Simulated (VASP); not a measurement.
The system is AlN.

```
CELL_PARAMETERS angstrom
3.11300 0.00000 0.00000
-1.55650 2.69594 0.00000
0.00000 0.00000 4.98100
ATOMIC_POSITIONS crystal
Al 0.66667 0.33333 0.50000
Al 0.33333 0.66667 0.00000
N 0.66667 0.33333 0.88000
N 0.33333 0.66667 0.38000
```

Program: VASP 6.6.1. Alike in all runs: potentials or basis VASP PAW PBE potentials, release 64 (Al, N); no spin polarisation; cell as given; cutoff (eV) 520.

Question: Order these runs on this cell by their band gap on the k mesh, lowest first.
A. level PBE-based screened hybrid with 30 % exact exchange; k mesh 5 × 5 × 3; smearing fermi-dirac 0.05 eV; grid for exact exchange (PRECFOCK) Normal; share of exact exchange 0.3; screening parameter 0.2 1/Å
B. level PBE; k mesh 10 × 10 × 6; smearing gaussian 0.01 eV
C. level PBE-based screened hybrid with 50 % exact exchange; k mesh 5 × 5 × 3; smearing fermi-dirac 0.05 eV; grid for exact exchange (PRECFOCK) Normal; share of exact exchange 0.5; screening parameter 0.2 1/Å
D. level r2SCANh; k mesh 5 × 5 × 3; smearing fermi-dirac 0.05 eV; grid for exact exchange (PRECFOCK) Normal; share of exact exchange 0.1
E. level PBE-based screened hybrid with 40 % exact exchange; k mesh 5 × 5 × 3; smearing fermi-dirac 0.05 eV; grid for exact exchange (PRECFOCK) Normal; share of exact exchange 0.4; screening parameter 0.2 1/Å

Answer: B (4.22 eV), D (5.64 eV), A (5.88 eV), E (6.45 eV), C (7.02 eV).

Caveats: some runs use coarse meshes.

A k mesh can miss the band edges, odd and even meshes differently.
